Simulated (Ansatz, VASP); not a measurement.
BaHfO3: VASP beside Ansatz

```
Ba Hf O
1.0
     4.15812    0.00000    0.00000
     0.00000    4.15812    0.00000
     0.00000    0.00000    4.15812
Ba Hf O
1 1 3
Direct
  0.00000 0.00000 0.00000
  0.50000 0.50000 0.50000
  0.50000 0.50000 0.00000
  0.00000 0.50000 0.50000
  0.50000 0.00000 0.50000
```

Alike in both runs: functional PBEsol; k mesh 6 × 6 × 6; occupations gaussian, width 0.02 eV; no spin polarisation.

Ansatz relaxed the structure, and its values are those at the end. VASP's run is a single point on that final structure, the one shown.

|  | VASP | Ansatz |
| --- | --- | --- |
| version | VASP 6.6.1 | Ansatz 0.2.0 |
| potentials or method | VASP PAW PBE potentials, release 64 (Ba_sv, Hf_pv, O), cutoff 600 eV | scalar-relativistic, plane waves, PAW |
| valence electrons in the cell | 38 | 54 |

|  | VASP | Ansatz | Ansatz less VASP |
| --- | --- | --- | --- |
| gap on the k mesh at the Fermi level (eV) | 3.50 | 3.59 | +0.088 |
| least direct gap on the mesh (eV) | 3.70 | 3.67 | -0.031 |
| pressure (GPa) | -0.6 | 0.0 | +0.57 |

VASP's potentials were made for PBE, not for PBEsol, and Ansatz warns of the same on its side. VASP's potentials hold 38 valence electrons a cell and Ansatz's 54, so a difference there can come from the potentials and not from the codes.

Neither program's run includes spin-orbit coupling.
